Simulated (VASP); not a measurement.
# Ga2O3 (C2/m) in VASP: further runs, part 2 of 2

VASP 6.6.1. Earlier steps stand in the parts before.

### 5 Single point, RPBE+D3(BJ)

This run uses another cell than the first one, of 10.22 Å³/atom.

Contents of INCAR:

```
PREC = Accurate
ENCUT = 600
EDIFF = 1E-6
ISMEAR = -1
SIGMA = 0.05
LREAL = False
LASPH = True
NELM = 120
ALGO = Normal
ISIF = 2
LWAVE = False
LCHARG = True
GGA = RP
IVDW = 12
LELF = True
LVHAR = True
NBANDS = 55
GGA_COMPAT = False
```

Contents of KPOINTS:

```
regular mesh
0
Gamma
  9 9 5
```

Contents of POSCAR:

```
Ga2O3
1.0
    5.9930545592     -1.5154807351     -0.0134809491
    5.9930545592      1.5154807351     -0.0134809491
   -1.3725568909      0.0000000000      5.6302003645
Ga O
4 6
Direct
    0.3406197831      0.3406197831      0.6848111265
    0.6593802169      0.6593802169      0.3151888735
    0.9054117365      0.9054117365      0.1986833421
    0.0945882635      0.0945882635      0.8013166579
    0.5050101824      0.5050101824      0.7526609747
    0.4949898176      0.4949898176      0.2473390253
    0.8301262366      0.8301262366      0.4440581968
    0.1698737634      0.1698737634      0.5559418032
    0.8246635279      0.8246635279      0.8870426450
    0.1753364721      0.1753364721      0.1129573550
```

Potentials or basis: VASP PAW PBE potentials, release 64 (Ga_d, O).

The run is started by

```sh
cat potpaw_PBE.64/Ga_d/POTCAR potpaw_PBE.64/O/POTCAR > POTCAR
mpirun -np 1 vasp_std > vasp.out
```

OUTCAR:

```text
PREC = Accurate
   ENCUT = 600
   EDIFF = 1E-6
   ISMEAR = -1
   LREAL = False
   LASPH = True
   NELM = 120
   ISIF = 2
   GGA = RP
   IVDW = 12
 IVDW          = 12

 ion  position               nearest neighbor table
   1  0.341  0.341  0.685-   5 1.91   9 1.95   9 1.95   8 2.00   7 2.04   7 2.04
   2  0.659  0.659  0.315-   6 1.91  10 1.95  10 1.95   7 2.00   8 2.04   8 2.04
   3  0.905  0.905  0.199-   9 1.83   6 1.84   6 1.84   7 1.86
   4  0.095  0.095  0.801-  10 1.83   5 1.84   5 1.84   8 1.86
   5  0.505  0.505  0.753-   4 1.84   4 1.84   1 1.91
   6  0.495  0.495  0.247-   3 1.84   3 1.84   2 1.91
   7  0.830  0.830  0.444-   3 1.86   2 2.00   1 2.04   1 2.04
   8  0.170  0.170  0.556-   4 1.86   1 2.00   2 2.04   2 2.04
   9  0.825  0.825  0.887-   3 1.83   1 1.95   1 1.95
  10  0.175  0.175  0.113-   4 1.83   2 1.95   2 1.95

  LATTYP: Found a base centered monoclinic cell.
 ALAT       =    11.9861394428
 B/A-ratio  =     0.2528722017
 C/A-ratio  =     0.4834826148
 COS(beta)  =    -0.2390330627

  Lattice vectors:

 A1 = (   5.9930545592,  -1.5154807351,  -0.0134809491)
 A2 = (   5.9930545592,   1.5154807351,  -0.0134809491)
 A3 = (  -1.3725568909,   0.0000000000,   5.6302003645)

Analysis of symmetry for initial positions (statically):
=====================================================================
 Subroutine PRICEL returns:
 Original cell was already a primitive cell.

 Routine SETGRP: Setting up the symmetry group for a
 base centered monoclinic supercell.

 Subroutine GETGRP returns: Found  4 space group operations
 (whereof  4 operations were pure point group operations)
 out of a pool of  4 trial point group operations.

The static configuration has the point symmetry C_2h.

Analysis of symmetry for dynamics (positions and initial velocities):
=====================================================================
 Subroutine PRICEL returns:
 Original cell was already a primitive cell.

 Routine SETGRP: Setting up the symmetry group for a
 base centered monoclinic supercell.

 Subroutine GETGRP returns: Found  4 space group operations
 (whereof  4 operations were pure point group operations)
 out of a pool of  4 trial point group operations.

The dynamic configuration has the point symmetry C_2h.

 Subroutine INISYM returns: Found  4 space group operations
 (whereof  4 operations are pure point group operations),
 and found     1 'primitive' translations

----------------------------------------------------------------------------------------

                                     Primitive cell

  volume of cell :     102.2149

  direct lattice vectors                    reciprocal lattice vectors
     5.993054559 -1.515480735 -0.013480949     0.083475686 -0.329928311  0.020350098
     5.993054559  1.515480735 -0.013480949     0.083475686  0.329928311  0.020350098
    -1.372556891  0.000000000  5.630200365     0.000399748  0.000000000  0.177711025

  length of vectors
     6.181712266  6.181712266  5.795090039     0.340932555  0.340932555  0.177711475

  position of ions in fractional coordinates (direct lattice)
     0.340619783  0.340619783  0.684811127
     0.659380217  0.659380217  0.315188873
     0.905411736  0.905411736  0.198683342
     0.094588264  0.094588264  0.801316658
     0.505010182  0.505010182  0.752660975
     0.494989818  0.494989818  0.247339025
     0.830126237  0.830126237  0.444058197
[... 71 lines left out ...]
   number of dos      NEDOS =    301   number of ions     NIONS =     10
   total plane-waves  NPLWV = 120000
   dimension x,y,z NGX =    50 NGY =   50 NGZ =   48
   dimension x,y,z NGXF=   100 NGYF=  100 NGZF=   96
   ions per type =               4   6
   NGX,Y,Z   is equivalent  to a cutoff of  13.45, 13.45, 13.77 a.u.
   NGXF,Y,Z  is equivalent  to a cutoff of  26.89, 26.89, 27.54 a.u.
 SYSTEM =  unknown system
   PREC   = accura    normal or accurate (medium, high low for compatibility)
   ISTART =      0    job   : 0-new  1-cont  2-samecut
   ICHARG =      2    charge: 1-file 2-atom 10-const
   ISPIN  =      1    spin polarized calculation?
   LNONCOLLINEAR =      F non collinear calculations
   LSORBIT =      F    spin-orbit coupling
   LASPH  =      T    aspherical Exc in radial PAW
   ENCUT  =  600.0 eV  44.10 Ry    6.64 a.u.  12.35 12.35 11.57*2*pi/ulx,y,z
   NELM   =    120;   NELMIN=  2; NELMDL= -5     # of ELM steps
   EDIFF  = 0.1E-05   stopping-criterion for ELM
   LREAL  =      F    real-space projection
   EDIFFG = 0.1E-04   stopping-criterion for IOM
   NSW    =      0    number of steps for IOM
   IBRION =     -1    ionic relax: 0-MD 1-quasi-New 2-CG
   NFREE  =      0    steps in history (QN), initial steepest desc. (CG)
   ISIF   =      2    stress and relaxation
   ISYM   =      2    0-nonsym 1-usesym 2-fastsym
   POTIM  = 0.5000    time-step for ionic-motion
   TEBEG  =    0.0;   TEEND  =   0.0 temperature during run
   PSTRESS=    0.0 pullay stress
   NELECT =      88.0000    total number of electrons
   NUPDOWN=      -1.0000    fix difference up-down
   EMIN   =  10.00;   EMAX   =-10.00  energy-range for DOS
   EFERMI =   0.00;   METHOD = LEGACY
   ISMEAR =    -1;   SIGMA  =   0.05  broadening in eV -4-tet -1-fermi 0-gaus
   EFERMI_NEDOS =   21; number of points for ismear=-14 and -15
   IALGO  =     38    algorithm
   IMIX   =      4    mixing-type and parameters
     AMIX     =   0.40;   BMIX     =  1.00
     AMIX_MAG =   1.60;   BMIX_MAG =  1.00
  volume/ion in A,a.u.               =      10.22        68.98
  Fermi-wavevector in a.u.,A,eV,Ry     =   1.557391  2.943042 33.000474  2.425466
  Thomas-Fermi vector in A             =   2.661048
   LORBIT       =      0    0 simple, 1 ext, 2 COOP (PROOUT), +10 PAW based schemes
   GGA     = RP    functional components
   LHFCALC =     F    Hartree Fock is set to
   AEXX    =    0.0000 exact exchange contribution
   IVDW    =    12    specifies the selected vdW correction
   LEPSILON=     F    determine dielectric tensor
   LRPA    =     F    only Hartree local field effects (RPA)
 non-spin polarized calculation
  energy-cutoff  :      600.00
  volume of cell :      102.21
 maximum number of plane-waves:      3441
 NGX is ok and might be reduce to    50
   NGX = 25   NGY = 25   NGZ = 23

 number of electron      87.9999988 magnetization

 Free energy of the ion-electron system (eV)
  ---------------------------------------------------
  ext. energy  EPLUGINS =         0.00000000
  ---------------------------------------------------
  free energy    TOTEN  =       -55.22085510 eV

  energy without entropy =      -55.22085510  energy(sigma->0) =      -55.22085510

 E-fermi :   5.3922     XC(G=0): -11.5320

 val. band max:        4.2598475095   @ k =  -0.4444   0.4444   0.4000
 cond. band min:       6.8781258249   @ k =   0.0000   0.0000   0.0000
 fundamental gap:      2.6182783154
 Fermi energy:         5.3922045650

 k-point     1 :       0.0000    0.0000    0.0000
  band No.  band energies     occupation
      1     -14.8558      2.00000
      2     -13.6113      2.00000
      3     -13.5968      2.00000
      4     -13.4640      2.00000
      5     -12.9849      2.00000
      6     -12.9790      2.00000
[... 1381 lines left out ...]
     54      16.8636      0.00000
     55      16.8821      0.00000

 [... further k-points ...]

------------------------ aborting loop because EDIFF is reached ----------------------------------------

 Edisp (eV)   -8.59964

 E8    (eV) :    -5.1314

  FORCE on cell =-STRESS in cart. coord.  units (eV):
  Direction    XX          YY          ZZ          XY          YZ          ZX
  --------------------------------------------------------------------------------------
  -------------------------------------------------------------------------------------
  Total      -0.07901     0.04142    -0.04844     0.00000     0.00000     0.00761
  in kB      -1.23845     0.64927    -0.75923     0.00000     0.00000     0.11925
  external pressure =       -0.45 kB  Pullay stress =        0.00 kB

 VOLUME and BASIS-vectors are now :
 -----------------------------------------------------------------------------
  energy-cutoff  :      600.00
  volume of cell :      102.21
      direct lattice vectors                 reciprocal lattice vectors
     5.993054559 -1.515480735 -0.013480949     0.083475686 -0.329928311  0.020350098
     5.993054559  1.515480735 -0.013480949     0.083475686  0.329928311  0.020350098
    -1.372556891  0.000000000  5.630200365     0.000399748  0.000000000  0.177711025

 POSITION                                       TOTAL-FORCE (eV/Angst)
 -----------------------------------------------------------------------------------
      3.14276      0.00000      3.84644         0.026477      0.000000      0.026766
      7.47079      0.00000      1.75680        -0.026477      0.000000     -0.026766
     10.57966      0.00000      1.09422         0.003317      0.000000     -0.004837
      0.03389      0.00000      4.50902        -0.003317      0.000000      0.004837
      5.02004      0.00000      4.22402         0.022041      0.000000      0.004543
      5.59352      0.00000      1.37922        -0.022041      0.000000     -0.004543
      9.34049      0.00000      2.47775         0.040766      0.000000     -0.033499
      1.27306      0.00000      3.12548        -0.040766      0.000000      0.033499
      8.66699      0.00000      4.97199        -0.010025      0.000000      0.043001
      1.94656      0.00000      0.63125         0.010025      0.000000     -0.043001
 -----------------------------------------------------------------------------------
    total drift:                                0.000000      0.000000     -0.000000

  FREE ENERGIE OF THE ION-ELECTRON SYSTEM (eV)
  ---------------------------------------------------
  free  energy   TOTEN  =       -63.8204902785 eV

  energy  without entropy=      -63.8204902785  energy(sigma->0) =      -63.82049028
```

Wall time 14 min (1 thread of AMD EPYC 9R45 (Zen 5), shared host); peak memory 0.71 GiB.

What came out:

| Property | Result |
| --- | --- |
| Free energy | -63.8205 eV |
| Pressure | 0.0 GPa |
| Largest force | 0.053 eV/Å |
| Band gap on the k mesh | 2.62 eV (least direct gap 2.63 eV) |
| Dispersion energy per atom | -0.860 eV |

Forces in eV/Å, atoms in the order of the input:
```
Ga   0.026  0.000  0.027
Ga  -0.026  0.000 -0.027
Ga   0.003  0.000 -0.005
Ga  -0.003  0.000  0.005
O    0.022  0.000  0.005
O   -0.022  0.000 -0.005
O    0.041  0.000 -0.033
O   -0.041  0.000  0.033
O   -0.010  0.000  0.043
O    0.010  0.000 -0.043
```

Caveat: the PAW data sets were made with another functional, which shifts forces and pressure a little.

### 6 Single point, revPBE+D3(BJ)

This run uses another cell than the first one, of 10.44 Å³/atom.

Contents of INCAR:

```
  ALGO = Normal
  EDIFF = 1E-7
  ENCUT = 520
  GGA = RE
  ISIF = 2
  ISMEAR = -1
  IVDW = 12
  LASPH = T
  LCHARG = F
  LREAL = F
  LWAVE = F
  NBANDS = 55
  NELM = 100
  PREC = Accurate
  SIGMA = 0.05
```

Contents of KPOINTS:

```
k-points
0
Gamma
  9 9 5
```

Contents of POSCAR:

```
Ga2O3
1.0
    6.1070000000     -1.5185500000      0.0000000000
    6.1070000000      1.5185500000      0.0000000000
   -1.3859888959      0.0000000000      5.6300087380
Ga O
4 6
Direct
    0.3413400000      0.3413400000      0.6859800000
    0.6586600000      0.6586600000      0.3140200000
    0.9095000000      0.9095000000      0.2054000000
    0.0905000000      0.0905000000      0.7946000000
    0.5041000000      0.5041000000      0.7434000000
    0.4959000000      0.4959000000      0.2566000000
    0.8267000000      0.8267000000      0.4368000000
    0.1733000000      0.1733000000      0.5632000000
    0.8355000000      0.8355000000      0.8902000000
    0.1645000000      0.1645000000      0.1098000000
```

Potentials or basis: VASP PAW PBE potentials, release 64 (Ga_d, O).

The run is started by

```sh
cat potpaw_PBE.64/Ga_d/POTCAR potpaw_PBE.64/O/POTCAR > POTCAR
mpirun -np 1 vasp_std > vasp.out
```

Wall time 42 min (1 thread of Intel Xeon 8259CL, shared host); peak memory 0.62 GiB.

Results (log left out):

* Free energy: -59.8649 eV
* Pressure: 7.3 GPa
* Largest force: 0.309 eV/Å
* Band gap on the k mesh: 2.50 eV (least direct gap 2.52 eV)
* Dispersion energy per atom: -0.392 eV

Forces in eV/Å, atoms in the order of the input:
```
Ga   0.032  0.000 -0.045
Ga  -0.032  0.000  0.045
Ga  -0.123  0.000 -0.078
Ga   0.123  0.000  0.078
O   -0.169  0.000 -0.067
O    0.169  0.000  0.067
O    0.068  0.000  0.025
O   -0.068  0.000 -0.025
O   -0.279  0.000  0.131
O    0.279  0.000 -0.131
```

Stress tensor (GPa, compression positive):
```
7.04 0.00 0.19
0.00 8.08 0.00
0.19 0.00 6.86
```

Levels at points of the mesh, in eV from the valence-band top:
| k point | band 40 | band 41 | band 42 | band 43 | band 44 | band 45 | band 46 | band 47 | band 48 | band 49 |
| --- | --- | --- | --- | --- | --- | --- | --- | --- | --- | --- |
| (0.00, 0.00, 0.00) | -0.67 | -0.66 | -0.47 | -0.28 | -0.02 | 2.50 | 5.81 | 6.86 | 6.87 | 7.91 |

Caveat: the cell stands under pressure; the PAW data sets were made with another functional, which shifts forces and pressure a little.

### 7 The runs side by side

```csv
level,cell,cutoff (eV),gap on the mesh (eV),pressure (GPa),largest force (eV/Å)
PBE+D4,"a = 6.208, b = 6.208, c = 5.720 Å, angles 103.4, 103.4, 27.9°, 10 atoms, atomic positions A",520,2.81,14.9,0.47
revPBE,"a = 6.251, b = 6.251, c = 5.759 Å, angles 103.4, 103.4, 27.9°, 10 atoms, atomic positions A",520,2.69,18.3,0.41
PBEsol,"a = 6.293, b = 6.293, c = 5.798 Å, angles 103.4, 103.4, 27.9°, 10 atoms, atomic positions A",520,2.34,2.8,0.11
RPBE+D3(BJ),"a = 6.182, b = 6.182, c = 5.795 Å, angles 103.4, 103.4, 28.4°, 10 atoms, atomic positions B",600,2.62,0.0,0.05
revPBE+D3(BJ),"a = 6.293, b = 6.293, c = 5.798 Å, angles 103.4, 103.4, 27.9°, 10 atoms, atomic positions A",520,2.50,7.3,0.31
```

Alike in all rows: task single point; potentials or basis VASP PAW PBE potentials, release 64 (Ga_d, O); no spin polarisation; k mesh 9 × 9 × 5; smearing fermi-dirac 0.05 eV.

Caveats: the PAW data sets were made with another functional, which shifts forces and pressure a little (at least some runs); the cell stands under pressure (at least some runs).

Total energies depend on the potentials used, so only differences within one code and one set of settings carry meaning.
